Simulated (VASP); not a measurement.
Input of a VASP 6.6.1 run:

The input POSCAR:

```
CoO
1.0
    0.0000000000      2.0879877907      2.0879877907
    2.0879877907      0.0000000000      2.0879877907
    2.0879877907      2.0879877907      0.0000000000
Co O
1 1
Direct
    0.0000000000      0.0000000000      0.0000000000
    0.5000000000      0.5000000000      0.5000000000
```

File INCAR.step1:

```
SYSTEM = CoO
PREC = Accurate
ENCUT = 520
EDIFF = 1E-5
ISMEAR = -1
SIGMA = 0.05
LREAL = .FALSE.
LASPH = .TRUE.
NELM = 200
ALGO = Normal
ISIF = 2
LWAVE = .TRUE.
LCHARG = .FALSE.
ISPIN = 2
MAGMOM = 2 0
LORBIT = 11
LMAXMIX = 4
NBANDS = 18
GGA = PE
GGA_COMPAT = .FALSE.
```

The input INCAR.step2:

```
SYSTEM = CoO
PREC = Accurate
ENCUT = 520
EDIFF = 1E-6
ISMEAR = -1
SIGMA = 0.05
LREAL = .FALSE.
LASPH = .TRUE.
NELM = 200
ALGO = Normal
ISIF = 2
LWAVE = .FALSE.
LCHARG = .FALSE.
ISPIN = 2
MAGMOM = 2 0
LORBIT = 11
LMAXMIX = 4
GGA = PE
LHFCALC = .TRUE.
AEXX = 0.25
PRECFOCK = Normal
NBANDS = 18
ISTART = 1
GGA_COMPAT = .FALSE.
```

Contents of KPOINTS:

```
regular mesh
0
G
  6 6 6
  0 0 0
```

Potentials or basis: VASP PAW PBE potentials, release 64 (Co, O).

Run with:

```bash
$ cat potpaw_PBE.64/Co/POTCAR potpaw_PBE.64/O/POTCAR > POTCAR
$ cp INCAR.step1 INCAR
$ mpirun -np 1 vasp_std > vasp.out
$ cp INCAR.step2 INCAR
$ mpirun -np 1 vasp_std > vasp.out
```

(1) Estimate the pressure.

(2) What does it give for the net moment?

(3) Predict the site moments.

(4) What does it give for the band gap on the k mesh?

Answers

(1) 4.0 GPa.

(2) 3.00 μB per cell.

(3) Co +2.71; O +0.27 μB.

(4) zero (filled and empty bands overlap).

Caveat: the k points lie up to 0.43 Å⁻¹ apart, too coarse for converged energies and pressures of a metal; the PAW data sets were made with another functional, which shifts forces and pressure a little; a cell with one magnetic atom can't hold antiferromagnetic order, which such compounds often take.
